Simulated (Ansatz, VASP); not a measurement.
**Two plane-wave programs on MgCdS4**

```
Mg Cd S
1.0
    -3.64966    3.64966    2.85630
     3.64966   -3.64966    2.85630
     3.64966    3.64966   -2.85630
Mg Cd S
1 1 4
Direct
  0.50000 0.50000 0.00000
  0.00000 0.00000 0.00000
  0.27399 0.27399 0.54798
  0.72601 0.72601 0.45202
  0.27399 0.72601 0.00000
  0.72601 0.27399 0.00000
```

Alike in both runs: task relaxation of cell and atoms; functional PBE; k mesh 4 × 4 × 4; occupations gaussian, width 0.1 eV; no spin polarisation.

```csv
,VASP,Ansatz
version,VASP 6.6.1,Ansatz 0.2.0
potentials or method,"VASP PAW PBE potentials, release 64 (Mg, Cd, S), cutoff 600 eV","scalar-relativistic, plane waves, PAW"
valence electrons in the cell,38,54
```

VASP gave:

* gap on the k mesh at the Fermi level, each at its own relaxed structure (eV): none
* relaxed volume (Å³/atom): 23.30
* relaxed length of the cell vector where the two differ most in proportion (Å): 5.778

Problem. Estimate Ansatz's values.

Solution. gap on the k mesh at the Fermi level, each at its own relaxed structure (eV): none; relaxed volume (Å³/atom): 23.24; relaxed length of the cell vector where the two differ most in proportion (Å): 5.773.

A gap of «none» marks a metal or a gap that the smearing closes. VASP's potentials hold 38 valence electrons a cell and Ansatz's 54, so a difference there can come from the potentials and not from the codes.
